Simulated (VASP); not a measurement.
# Sn (Pm-3m) in VASP: a series of runs

Runs on Sn. Level: r2SCAN. Tasks: single point.

Everything below comes from runs of VASP 6.6.1. Logs are shortened: lines on timing, memory, paths and dates and some standing lists are left out, and cuts for length are marked.

## 1. The cell of the first run

It takes space group Pm-3m (No. 221, cubic). Conventional cell: a = 3.044 Å, b = 3.044 Å, c = 3.044 Å, α = 90.00°, β = 90.00°, γ = 90.00°. Within 4.0 Å of Sn (site symmetry m-3m) lie 6 Sn at 3.04 Å.

This isn't the form of Sn at room conditions, which is tetragonal (white tin).

## 2. Single point, r2SCAN

POSCAR

```
Sn
1.0
    3.0442631757      0.0000000000      0.0000000000
    0.0000000000      3.0442631757      0.0000000000
    0.0000000000      0.0000000000      3.0442631757
Sn
1
Direct
    0.0000000000      0.0000000000      0.0000000000
```

INCAR.step1

```
SYSTEM = Sn
PREC = Accurate
ENCUT = 520
ISMEAR = 1
SIGMA = 0.05
LREAL = .False.
LASPH = .True.
NELM = 100
NBANDS = 13
GGA = PE
ALGO = Normal
EDIFF = 1E-4
LWAVE = .True.
LCHARG = .False.
```

INCAR.step2

```
SYSTEM = Sn
PREC = Accurate
ENCUT = 520
EDIFF = 1E-6
ISMEAR = 1
SIGMA = 0.05
LREAL = .False.
LASPH = .True.
NELM = 100
ALGO = Normal
ISIF = 2
LWAVE = .False.
LCHARG = .False.
METAGGA = R2SCAN
LMIXTAU = .True.
NBANDS = 13
ISTART = 1
```

KPOINTS

```
regular mesh
0
Gamma
  14 14 14
  0 0 0
```

Potentials or basis: VASP PAW PBE potentials, release 64 (Sn_d).

The run is started by

```sh
$ cat potpaw_PBE.64/Sn_d/POTCAR > POTCAR
$ cp INCAR.step1 INCAR
$ mpirun -np 1 vasp_std > vasp.out
$ cp INCAR.step2 INCAR
$ mpirun -np 1 vasp_std > vasp.out
```

OUTCAR:

```text
SYSTEM = Sn
   PREC = Accurate
   ENCUT = 520
   EDIFF = 1E-6
   ISMEAR = 1
   LREAL = .False.
   LASPH = .True.
   NELM = 100
   ISIF = 2
   METAGGA = R2SCAN
   ISTART = 1

 ion  position               nearest neighbor table
   1  0.000  0.000  0.000-

  LATTYP: Found a simple cubic cell.
 ALAT       =     3.0442631757

  Lattice vectors:

 A1 = (   3.0442631757,   0.0000000000,   0.0000000000)
 A2 = (   0.0000000000,   3.0442631757,   0.0000000000)
 A3 = (   0.0000000000,   0.0000000000,   3.0442631757)

Analysis of symmetry for initial positions (statically):
=====================================================================
 Subroutine PRICEL returns:
 Original cell was already a primitive cell.

 Routine SETGRP: Setting up the symmetry group for a
 simple cubic supercell.

 Subroutine GETGRP returns: Found 48 space group operations
 (whereof 48 operations were pure point group operations)
 out of a pool of 48 trial point group operations.

The static configuration has the point symmetry O_h .

Analysis of symmetry for dynamics (positions and initial velocities):
=====================================================================
 Subroutine PRICEL returns:
 Original cell was already a primitive cell.

 Routine SETGRP: Setting up the symmetry group for a
 simple cubic supercell.

 Subroutine GETGRP returns: Found 48 space group operations
 (whereof 48 operations were pure point group operations)
 out of a pool of 48 trial point group operations.

The dynamic configuration has the point symmetry O_h .

 Subroutine INISYM returns: Found 48 space group operations
 (whereof 48 operations are pure point group operations),
 and found     1 'primitive' translations

----------------------------------------------------------------------------------------

                                     Primitive cell

  volume of cell :      28.2128

  direct lattice vectors                    reciprocal lattice vectors
     3.044263176  0.000000000  0.000000000     0.328486712  0.000000000  0.000000000
     0.000000000  3.044263176  0.000000000     0.000000000  0.328486712  0.000000000
     0.000000000  0.000000000  3.044263176     0.000000000  0.000000000  0.328486712

  length of vectors
     3.044263176  3.044263176  3.044263176     0.328486712  0.328486712  0.328486712

  position of ions in fractional coordinates (direct lattice)
     0.000000000  0.000000000  0.000000000

  ion indices of the primitive-cell ions
   primitive index   ion index
                 1           1

[... 69 lines left out ...]
   ENCUT  =  520.0 eV  38.22 Ry    6.18 a.u.   5.66  5.66  5.66*2*pi/ulx,y,z
   NELM   =    100;   NELMIN=  2; NELMDL=  0     # of ELM steps
   EDIFF  = 0.1E-05   stopping-criterion for ELM
   LREAL  =      F    real-space projection
[... 7 lines left out ...]
   TEBEG  =    0.0;   TEEND  =   0.0 temperature during run
   PSTRESS=    0.0 pullay stress
   NELECT =      14.0000    total number of electrons
   NUPDOWN=      -1.0000    fix difference up-down
   EMIN   =  10.00;   EMAX   =-10.00  energy-range for DOS
   EFERMI =   0.00;   METHOD = LEGACY
   ISMEAR =     1;   SIGMA  =   0.05  broadening in eV -4-tet -1-fermi 0-gaus
   EFERMI_NEDOS =   21; number of points for ismear=-14 and -15
   IALGO  =     38    algorithm
   IMIX   =      4    mixing-type and parameters
     AMIX     =   0.40;   BMIX     =  1.00
     AMIX_MAG =   1.60;   BMIX_MAG =  1.00
  volume/ion in A,a.u.               =      28.21       190.39
  Fermi-wavevector in a.u.,A,eV,Ry     =   1.296090  2.449256 22.855753  1.679850
  Thomas-Fermi vector in A             =   2.427569
   LORBIT       =      0    0 simple, 1 ext, 2 COOP (PROOUT), +10 PAW based schemes
   METAGGA = R2SCAN    functional components
   LHFCALC =     F    Hartree Fock is set to
   AEXX    =    0.0000 exact exchange contribution
   IVDW    =     0    specifies the selected vdW correction
   LEPSILON=     F    determine dielectric tensor
   LRPA    =     F    only Hartree local field effects (RPA)
 non-spin polarized calculation
 Methfessel and Paxton  Order N= 1 SIGMA  =   0.05
  energy-cutoff  :      520.00
  volume of cell :       28.21
 maximum number of plane-waves:       780
 NGX is ok and might be reduce to    24
   NGX = 11   NGY = 11   NGZ = 11

 number of electron      14.0000015 magnetization

 Free energy of the ion-electron system (eV)
  ---------------------------------------------------
  ext. energy  EPLUGINS =         0.00000000
  ---------------------------------------------------
  free energy    TOTEN  =       -24.60735933 eV

  energy without entropy =      -24.60714014  energy(sigma->0) =      -24.60728627

 E-fermi :   7.2579     XC(G=0): -10.8870

 val. band max:        7.2547429699   @ k =   0.5000   0.3571   0.0714
 cond. band min:       7.2832897802   @ k =   0.4286   0.3571   0.1429
 fundamental gap:      0.0285468103
 Fermi energy:         7.2578865548

 k-point     1 :       0.0000    0.0000    0.0000
  band No.  band energies     occupation
      1     -14.9789      2.00000
      2     -14.9789      2.00000
      3     -14.5283      2.00000
      4     -14.5283      2.00000
      5     -14.5283      2.00000
      6      -4.0713      2.00000
      7      13.0851      0.00000
      8      13.0851      0.00000
      9      13.0851      0.00000
     10      16.4549      0.00000
     11      16.4549      0.00000
     12      18.5336      0.00000
     13      28.5291      0.00000
[... 354 lines left out ...]
  band No.  band energies     occupation
      1     -14.8759      2.00000
      2     -14.6833      2.00000
      3     -14.6273      2.00000
      4     -14.6181      2.00000
      5     -14.5649      2.00000
      6      -1.1631      2.00000
      7       5.0800      2.00000
      8       9.9596      0.00000
      9      15.9816      0.00000
     10      16.3041      0.00000
     11      19.3658      0.00000
     12      23.0415      0.00000
     13      23.5904      0.00000

 [... further k-points ...]
[... 5 lines left out ...]
  --------------------------------------------------------------------------------------
  -------------------------------------------------------------------------------------
  Total        0.0873669      0.0873669      0.0873669     -0.0000000      0.0000000      0.0000000
  in kB        4.9614774      4.9614774      4.9614774     -0.0000000      0.0000000      0.0000000
  external PRESSURE =       4.9614774 kB  Pullay stress =       0.0000000 kB

 VOLUME and BASIS-vectors are now :
 -----------------------------------------------------------------------------
  energy-cutoff  :      520.00
  volume of cell :       28.21
      direct lattice vectors                 reciprocal lattice vectors
     3.044263176  0.000000000  0.000000000     0.328486712  0.000000000  0.000000000
     0.000000000  3.044263176  0.000000000     0.000000000  0.328486712  0.000000000
     0.000000000  0.000000000  3.044263176     0.000000000  0.000000000  0.328486712

 POSITION                                       TOTAL-FORCE (eV/Angst)
 -----------------------------------------------------------------------------------
      0.00000      0.00000      0.00000         0.000000      0.000000      0.000000
 -----------------------------------------------------------------------------------
    total drift:                                0.000000      0.000000      0.000000

  FREE ENERGIE OF THE ION-ELECTRON SYSTEM (eV)
  ---------------------------------------------------
  free  energy   TOTEN  =       -24.6073593316 eV

  energy  without entropy=      -24.6071401444  energy(sigma->0) =      -24.60728627
```

OUTCAR.step1:

```text
SYSTEM = Sn
   PREC = Accurate
   ENCUT = 520
   ISMEAR = 1
   LREAL = .False.
   LASPH = .True.
   NELM = 100
[... 601 lines left out ...]
 -----------------------------------------------------------------------------------
      0.00000      0.00000      0.00000         0.000000      0.000000      0.000000
 -----------------------------------------------------------------------------------
    total drift:                                0.000000     -0.000000      0.000000

  FREE ENERGIE OF THE ION-ELECTRON SYSTEM (eV)
  ---------------------------------------------------
  free  energy   TOTEN  =        -3.7672368450 eV

  energy  without entropy=       -3.7668186389  energy(sigma->0) =       -3.76709744
```

OSZICAR.step1:

```text
N       E                     dE             d eps       ncg     rms          rms(c)
DAV:   1     0.803369372613E+02    0.80337E+02   -0.72893E+03  3209   0.160E+03
DAV:   2     0.189368024290E+01   -0.78443E+02   -0.76144E+02  3315   0.339E+02
DAV:   3    -0.365308235033E+01   -0.55468E+01   -0.55296E+01  3630   0.739E+01
DAV:   4    -0.376991500685E+01   -0.11683E+00   -0.11681E+00  3611   0.115E+01
DAV:   5    -0.377399125907E+01   -0.40763E-02   -0.40762E-02  4026   0.208E+00    0.167E+00
DAV:   6    -0.376790184644E+01    0.60894E-02   -0.10493E-02  3818   0.184E+00    0.945E-01
DAV:   7    -0.376717645504E+01    0.72539E-03   -0.76048E-03  3840   0.153E+00    0.118E-01
DAV:   8    -0.376723684500E+01   -0.60390E-04   -0.98893E-04  3805   0.506E-01
   1 F= -.37672368E+01 E0= -.37670974E+01  d E =-.418206E-03
```

Run time: 69 s. Hardware: 1 thread of Intel Xeon 8259CL, shared host; peak memory 0.17 GiB.

Results:

```yaml
Free_energy: -24.6074 eV
Pressure: 0.5 GPa
Band_gap_on_the_k_mesh: zero (bands 7 and 8 overlap by 8.14 eV)
```

Caveat: the PAW data sets were made with another functional, which shifts forces and pressure a little; spin-orbit coupling is left out, which moves the levels of the heavy elements.

(Continued in part 2 of 2.)

The gap in the log of VASP goes by the Fermi energy; the results here count the filled bands.